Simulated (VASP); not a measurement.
# Rb (P6_3/mmc) in VASP: a series of runs

Rb is run at these levels: BLYP; tasks: single point.

All numbers are computed with VASP 6.6.1; they aren't measurements. Logs are shortened: lines on timing, memory, paths and dates and some standing lists are left out, and cuts for length are marked.

## 1. The cell of the first run

It takes space group P6_3/mmc (No. 194, hexagonal). Conventional cell: a = 5.120 Å, b = 5.120 Å, c = 8.429 Å, α = 90.00°, β = 90.00°, γ = 120.00°.

## 2. Single point, BLYP

Contents of INCAR:

```
SYSTEM = Rb
PREC = Accurate
ENCUT = 520
EDIFF = 1E-6
ISMEAR = -1
SIGMA = 0.1
LREAL = .FALSE.
LASPH = .TRUE.
NELM = 60
ALGO = Normal
ISIF = 2
LWAVE = .FALSE.
LCHARG = .FALSE.
GGA = B5
ALDAX = 1.0
AGGAX = 1.0
AGGAC = 1.0
ALDAC = 0.0
NBANDS = 16
```

Contents of KPOINTS:

```
Automatic mesh
0
G
  7 7 4
  0 0 0
```

Contents of POSCAR:

```
Rb
1.0
    5.1198523007      0.0000000000      0.0000000000
   -2.5599261503      4.4339221560      0.0000000000
    0.0000000000      0.0000000000      8.4294387182
Rb
2
Direct
    0.3333333333      0.6666666667      0.2500000000
    0.6666666667      0.3333333333      0.7500000000
```

Potentials or basis: VASP PAW PBE potentials, release 64 (Rb_sv).

Launch:

```console
$ cat potpaw_PBE.64/Rb_sv/POTCAR > POTCAR
$ mpirun -np 1 vasp_std > vasp.out
```

OUTCAR:

```text
SYSTEM = Rb
   PREC = Accurate
   ENCUT = 520
   EDIFF = 1E-6
   ISMEAR = -1
   LREAL = .FALSE.
   LASPH = .TRUE.
   NELM = 60
   ISIF = 2
   GGA = B5

 ion  position               nearest neighbor table
   1  0.333  0.667  0.250-   2 5.15   2 5.15   2 5.15   2 5.15   2 5.15   2 5.15
   2  0.667  0.333  0.750-   1 5.15   1 5.15   1 5.15   1 5.15   1 5.15   1 5.15

  LATTYP: Found a hexagonal cell.
 ALAT       =     5.1198523007
 C/A-ratio  =     1.6464222448

  Lattice vectors:

 A1 = (   5.1198523007,   0.0000000000,   0.0000000000)
 A2 = (  -2.5599261503,   4.4339221560,   0.0000000000)
 A3 = (   0.0000000000,   0.0000000000,   8.4294387182)

Analysis of symmetry for initial positions (statically):
=====================================================================
 Subroutine PRICEL returns:
 Original cell was already a primitive cell.

 Routine SETGRP: Setting up the symmetry group for a
 hexagonal supercell.

 Subroutine GETGRP returns: Found 24 space group operations
 (whereof 12 operations were pure point group operations)
 out of a pool of 24 trial point group operations.

The static configuration has the point symmetry D_3d.
 The point group associated with its full space group is D_6h.

Analysis of symmetry for dynamics (positions and initial velocities):
=====================================================================
 Subroutine PRICEL returns:
 Original cell was already a primitive cell.

 Routine SETGRP: Setting up the symmetry group for a
 hexagonal supercell.

 Subroutine GETGRP returns: Found 24 space group operations
 (whereof 12 operations were pure point group operations)
 out of a pool of 24 trial point group operations.

The dynamic configuration has the point symmetry D_3d.
 The point group associated with its full space group is D_6h.

 Subroutine INISYM returns: Found 24 space group operations
 (whereof 12 operations are pure point group operations),
 and found     1 'primitive' translations

----------------------------------------------------------------------------------------

                                     Primitive cell

  volume of cell :     191.3569

  direct lattice vectors                    reciprocal lattice vectors
     5.119852301  0.000000000  0.000000000     0.195318134  0.112766977  0.000000000
    -2.559926150  4.433922156  0.000000000     0.000000000  0.225533955  0.000000000
     0.000000000  0.000000000  8.429438718     0.000000000  0.000000000  0.118631861

  length of vectors
     5.119852301  5.119852301  8.429438718     0.225533955  0.225533955  0.118631861

  position of ions in fractional coordinates (direct lattice)
     0.333333333  0.666666667  0.250000000
     0.666666667  0.333333333  0.750000000

  ion indices of the primitive-cell ions
   primitive index   ion index
                 1           1
                 2           2

----------------------------------------------------------------------------------------

 KPOINTS: Automatic mesh

Automatic generation of k-mesh.
 Grid dimensions read from file:
 generate k-points for:    7    7    4

 Generating k-lattice:

  Cartesian coordinates                     Fractional coordinates (reciprocal lattice)
     0.027902591  0.016109568  0.000000000     0.142857143  0.000000000  0.000000000
     0.000000000  0.032219136  0.000000000     0.000000000  0.142857143  0.000000000
     0.000000000  0.000000000  0.029657965     0.000000000  0.000000000  0.250000000

  Length of vectors
     0.032219136  0.032219136  0.029657965

  Shift w.r.t. Gamma in fractional coordinates (k-lattice)
     0.000000000  0.000000000  0.000000000

 Subroutine IBZKPT returns following result:
 ===========================================

 Found     24 irreducible k-points:

 Following reciprocal coordinates:
            Coordinates               Weight
  0.000000  0.000000  0.000000      1.000000
  0.142857 -0.000000  0.000000      6.000000
  0.285714  0.000000  0.000000      6.000000
  0.428571 -0.000000  0.000000      6.000000
  0.142857  0.142857  0.000000      6.000000
  0.285714  0.142857  0.000000     12.000000
[... 16 lines left out ...]
  0.428571  0.142857  0.500000      6.000000
  0.285714  0.285714  0.500000      6.000000
   k-points           NKPTS =     24   k-points in BZ     NKDIM =     24   number of bands    NBANDS=     16
   number of dos      NEDOS =    301   number of ions     NIONS =      2
   total plane-waves  NPLWV = 102400
   dimension x,y,z NGX =    40 NGY =   40 NGZ =   64
   dimension x,y,z NGXF=    80 NGYF=   80 NGZF=  128
   ions per type =               2
   NGX,Y,Z   is equivalent  to a cutoff of  12.99, 12.99, 12.62 a.u.
   NGXF,Y,Z  is equivalent  to a cutoff of  25.98, 25.98, 25.24 a.u.
 SYSTEM =  Rb
   PREC   = accura    normal or accurate (medium, high low for compatibility)
   ISTART =      0    job   : 0-new  1-cont  2-samecut
   ICHARG =      2    charge: 1-file 2-atom 10-const
   ISPIN  =      1    spin polarized calculation?
   LNONCOLLINEAR =      F non collinear calculations
   LSORBIT =      F    spin-orbit coupling
   LASPH  =      T    aspherical Exc in radial PAW
   ENCUT  =  520.0 eV  38.22 Ry    6.18 a.u.   9.52  9.52 15.67*2*pi/ulx,y,z
   NELM   =     60;   NELMIN=  2; NELMDL= -5     # of ELM steps
   EDIFF  = 0.1E-05   stopping-criterion for ELM
   LREAL  =      F    real-space projection
   EDIFFG = 0.1E-04   stopping-criterion for IOM
   NSW    =      0    number of steps for IOM
   IBRION =     -1    ionic relax: 0-MD 1-quasi-New 2-CG
   NFREE  =      0    steps in history (QN), initial steepest desc. (CG)
   ISIF   =      2    stress and relaxation
   ISYM   =      2    0-nonsym 1-usesym 2-fastsym
   POTIM  = 0.5000    time-step for ionic-motion
   TEBEG  =    0.0;   TEEND  =   0.0 temperature during run
   PSTRESS=    0.0 pullay stress
   NELECT =      18.0000    total number of electrons
   NUPDOWN=      -1.0000    fix difference up-down
   EMIN   =  10.00;   EMAX   =-10.00  energy-range for DOS
   EFERMI =   0.00;   METHOD = LEGACY
   ISMEAR =    -1;   SIGMA  =   0.10  broadening in eV -4-tet -1-fermi 0-gaus
   EFERMI_NEDOS =   21; number of points for ismear=-14 and -15
   IALGO  =     38    algorithm
   IMIX   =      4    mixing-type and parameters
     AMIX     =   0.40;   BMIX     =  1.00
     AMIX_MAG =   1.60;   BMIX_MAG =  1.00
  volume/ion in A,a.u.               =      95.68       645.67
  Fermi-wavevector in a.u.,A,eV,Ry     =   0.744534  1.406964  7.542121  0.554330
  Thomas-Fermi vector in A             =   1.839908
   LORBIT       =      0    0 simple, 1 ext, 2 COOP (PROOUT), +10 PAW based schemes
   GGA     = B5    functional components
   LHFCALC =     F    Hartree Fock is set to
   AEXX    =    0.0000 exact exchange contribution
   IVDW    =     0    specifies the selected vdW correction
   LEPSILON=     F    determine dielectric tensor
   LRPA    =     F    only Hartree local field effects (RPA)
 non-spin polarized calculation
  energy-cutoff  :      520.00
  volume of cell :      191.36
 maximum number of plane-waves:      5239
 NGX is ok and might be reduce to    40
   NGX = 19   NGY = 19   NGZ = 31

 number of electron      18.0000000 magnetization

 Free energy of the ion-electron system (eV)
  ---------------------------------------------------
  ext. energy  EPLUGINS =         0.00000000
  ---------------------------------------------------
  free energy    TOTEN  =        -1.24525787 eV

  energy without entropy =       -1.18542599  energy(sigma->0) =       -1.21534193

 E-fermi :   0.3303     XC(G=0):  -4.9433

 val. band max:        0.2826010595   @ k =   0.1429   0.1429   0.2500
 cond. band min:       0.3677143685   @ k =   0.0000   0.0000   0.0000
 fundamental gap:      0.0851133090
 Fermi energy:         0.3303238229

 k-point     1 :       0.0000    0.0000    0.0000
  band No.  band energies     occupation
      1     -28.7023      2.00000
      2     -28.6994      2.00000
      3     -12.8814      2.00000
      4     -12.8137      2.00000
      5     -12.8137      2.00000
      6     -12.8037      2.00000
[... 8 lines left out ...]
     15       3.9452      0.00000
     16       3.9452      0.00000

 k-point     2 :       0.1429   -0.0000    0.0000
  band No.  band energies     occupation
      1     -28.7018      2.00000
      2     -28.6991      2.00000
      3     -12.8764      2.00000
      4     -12.8254      2.00000
      5     -12.8174      2.00000
      6     -12.8151      2.00000
[... 8 lines left out ...]
     15       3.9068      0.00000
     16       3.9200      0.00000

 k-point     3 :       0.2857    0.0000    0.0000
  band No.  band energies     occupation
      1     -28.7005      2.00000
      2     -28.6986      2.00000
      3     -12.8636      2.00000
      4     -12.8518      2.00000
      5     -12.8414      2.00000
      6     -12.8252      2.00000
[... 8 lines left out ...]
     15       3.7767      0.00000
     16       4.1297      0.00000

 k-point     4 :       0.4286   -0.0000    0.0000
  band No.  band energies     occupation
      1     -28.6994      2.00000
      2     -28.6983      2.00000
      3     -12.8732      2.00000
      4     -12.8618      2.00000
      5     -12.8497      2.00000
      6     -12.8314      2.00000
[... 8 lines left out ...]
     15       3.5638      0.00000
     16       4.2694      0.00000

 k-point     5 :       0.1429    0.1429    0.0000
  band No.  band energies     occupation
      1     -28.7009      2.00000
      2     -28.6987      2.00000
      3     -12.8675      2.00000
      4     -12.8407      2.00000
      5     -12.8370      2.00000
      6     -12.8213      2.00000
[... 8 lines left out ...]
     15       3.6723      0.00000
     16       4.0699      0.00000

 k-point     6 :       0.2857    0.1429    0.0000
  band No.  band energies     occupation
      1     -28.6997      2.00000
      2     -28.6984      2.00000
      3     -12.8624      2.00000
      4     -12.8546      2.00000
      5     -12.8535      2.00000
      6     -12.8328      2.00000
[... 8 lines left out ...]
     15       3.2999      0.00000
     16       3.9008      0.00000

 k-point     7 :       0.4286    0.1429    0.0000
  band No.  band energies     occupation
      1     -28.6991      2.00000
      2     -28.6983      2.00000
      3     -12.8727      2.00000
      4     -12.8611      2.00000
      5     -12.8441      2.00000
      6     -12.8388      2.00000
[... 8 lines left out ...]
     15       3.1924      0.00000
     16       3.4980      0.00000

 k-point     8 :       0.2857    0.2857    0.0000
  band No.  band energies     occupation
      1     -28.6989      2.00000
      2     -28.6983      2.00000
      3     -12.8644      2.00000
      4     -12.8567      2.00000
      5     -12.8458      2.00000
      6     -12.8407      2.00000
[... 8 lines left out ...]
     15       2.6687      0.00000
     16       3.4287      0.00000

 k-point     9 :       0.0000    0.0000    0.2500
  band No.  band energies     occupation
      1     -28.7019      2.00000
      2     -28.6998      2.00000
      3     -12.8702      2.00000
      4     -12.8153      2.00000
      5     -12.8122      2.00000
      6     -12.8122      2.00000
[... 8 lines left out ...]
     15       3.8123      0.00000
     16       3.8123      0.00000
[... 172 lines left out ...]
 k-point    19 :       0.2857    0.0000    0.5000
  band No.  band energies     occupation
      1     -28.6996      2.00000
      2     -28.6996      2.00000
      3     -12.8592      2.00000
      4     -12.8592      2.00000
      5     -12.8250      2.00000
      6     -12.8250      2.00000
[... 8 lines left out ...]
     15       3.9137      0.00000
     16       3.9137      0.00000

 k-point    20 :       0.4286   -0.0000    0.5000
  band No.  band energies     occupation
      1     -28.6989      2.00000
      2     -28.6989      2.00000
      3     -12.8771      2.00000
      4     -12.8771      2.00000
      5     -12.8250      2.00000
      6     -12.8250      2.00000
[... 8 lines left out ...]
     15       3.9535      0.00000
     16       3.9535      0.00000

 k-point    21 :       0.1429    0.1429    0.5000
  band No.  band energies     occupation
      1     -28.6998      2.00000
      2     -28.6998      2.00000
      3     -12.8528      2.00000
      4     -12.8528      2.00000
      5     -12.8246      2.00000
      6     -12.8246      2.00000
[... 8 lines left out ...]
     15       3.7441      0.00000
     16       3.7441      0.00000

 k-point    22 :       0.2857    0.1429    0.5000
  band No.  band energies     occupation
      1     -28.6990      2.00000
      2     -28.6990      2.00000
      3     -12.8684      2.00000
      4     -12.8684      2.00000
      5     -12.8315      2.00000
      6     -12.8315      2.00000
[... 8 lines left out ...]
     15       3.6756      0.00000
     16       3.6756      0.00000

 k-point    23 :       0.4286    0.1429    0.5000
  band No.  band energies     occupation
      1     -28.6987      2.00000
      2     -28.6987      2.00000
      3     -12.8761      2.00000
      4     -12.8761      2.00000
      5     -12.8351      2.00000
      6     -12.8351      2.00000
[... 8 lines left out ...]
     15       3.7447      0.00000
     16       3.7447      0.00000

 k-point    24 :       0.2857    0.2857    0.5000
  band No.  band energies     occupation
      1     -28.6986      2.00000
      2     -28.6986      2.00000
      3     -12.8689      2.00000
      4     -12.8689      2.00000
      5     -12.8464      2.00000
      6     -12.8464      2.00000
[... 8 lines left out ...]
     15       3.7887      0.00000
     16       3.7887      0.00000

------------------------ aborting loop because EDIFF is reached ----------------------------------------

  FORCE on cell =-STRESS in cart. coord.  units (eV):
  Direction    XX          YY          ZZ          XY          YZ          ZX
  --------------------------------------------------------------------------------------
  -------------------------------------------------------------------------------------
  Total        0.0033837      0.0033837      0.0173016      0.0000000      0.0000000      0.0000000
  in kB        0.0283305      0.0283305      0.1448615      0.0000000      0.0000000      0.0000000
  external PRESSURE =       0.0671742 kB  Pullay stress =       0.0000000 kB

 VOLUME and BASIS-vectors are now :
 -----------------------------------------------------------------------------
  energy-cutoff  :      520.00
  volume of cell :      191.36
      direct lattice vectors                 reciprocal lattice vectors
     5.119852301  0.000000000  0.000000000     0.195318134  0.112766977  0.000000000
    -2.559926150  4.433922156  0.000000000     0.000000000  0.225533955  0.000000000
     0.000000000  0.000000000  8.429438718     0.000000000  0.000000000  0.118631861

 POSITION                                       TOTAL-FORCE (eV/Angst)
 -----------------------------------------------------------------------------------
     -0.00000      2.95595      2.10736        -0.000000      0.000000     -0.000000
      2.55993      1.47797      6.32208         0.000000     -0.000000      0.000000
 -----------------------------------------------------------------------------------
    total drift:                               -0.000000      0.000000     -0.000000

  FREE ENERGIE OF THE ION-ELECTRON SYSTEM (eV)
  ---------------------------------------------------
  free  energy   TOTEN  =        -1.2452578711 eV

  energy  without entropy=       -1.1854259914  energy(sigma->0) =       -1.21534193
```

Run time: 66 s. Hardware: 1 thread of AMD EPYC 9R45 (Zen 5), shared host; peak memory 0.28 GiB.

What came out:

```
Free energy            : -1.2453 eV
Pressure               : 0.0 GPa
Band gap on the k mesh : zero (band 9 reaches 0.96 eV, above the bottom of band 10 at -0.94 eV)
```

Caveat: the PAW data sets were made with another functional, which shifts forces and pressure a little.

## 3. Single point, BLYP (volume scaled by 0.88)

Contents of INCAR:

```
SYSTEM = Rb
PREC = Accurate
ENCUT = 520
EDIFF = 1E-6
ISMEAR = -1
SIGMA = 0.1
LREAL = .False.
LASPH = .True.
NELM = 80
ALGO = Normal
ISIF = 2
LWAVE = .False.
LCHARG = .True.
GGA = B5
ALDAX = 1.0
AGGAX = 1.0
AGGAC = 1.0
ALDAC = 0.0
LELF = .True.
LVHAR = .True.
NBANDS = 16
```

Contents of KPOINTS:

```
regular mesh
0
Gamma
  8 8 5
  0 0 0
```

Contents of POSCAR:

```
Rb
1.0
    4.9062723957      0.0000000000      0.0000000000
   -2.4531361979      4.2489565326      0.0000000000
    0.0000000000      0.0000000000      8.0777960116
Rb
2
Direct
    0.3333333333      0.6666666667      0.2500000000
    0.6666666667      0.3333333333      0.7500000000
```

Potentials or basis: VASP PAW PBE potentials, release 64 (Rb_sv).

Launch:

```console
$ cat potpaw_PBE.64/Rb_sv/POTCAR > POTCAR
$ mpirun -np 1 vasp_std > vasp.out
```

It took 61 s on 1 thread of AMD EPYC 9R45 (Zen 5), shared host; peak memory 0.24 GiB.

It converged, with:

- Free energy: -1.2141 eV
- Pressure: 0.4 GPa
- Band gap on the k mesh: zero (band 9 reaches 1.40 eV, above the bottom of band 10 at -0.45 eV)

Stress tensor (GPa, compression positive):
```
0.42 0.00 0.00
0.00 0.42 0.00
0.00 0.00 0.34
```

Levels at points of the mesh, in eV from the Fermi level:
```
           k point  band 5  band 6  band 7  band 8  band 9  band 10  band 11  band 12  band 13  band 14
(0.00, 0.00, 0.00)  -13.07  -13.06  -13.06  -13.06   -2.07     0.03     0.82     3.39     3.39     3.39
(0.50, 0.00, 0.00)  -13.12  -13.10  -13.08  -13.07    0.01     0.43     1.31     1.51     2.13     2.55
```

Caveat: the PAW data sets were made with another functional, which shifts forces and pressure a little.

(Part 1 of 2 ends here.)
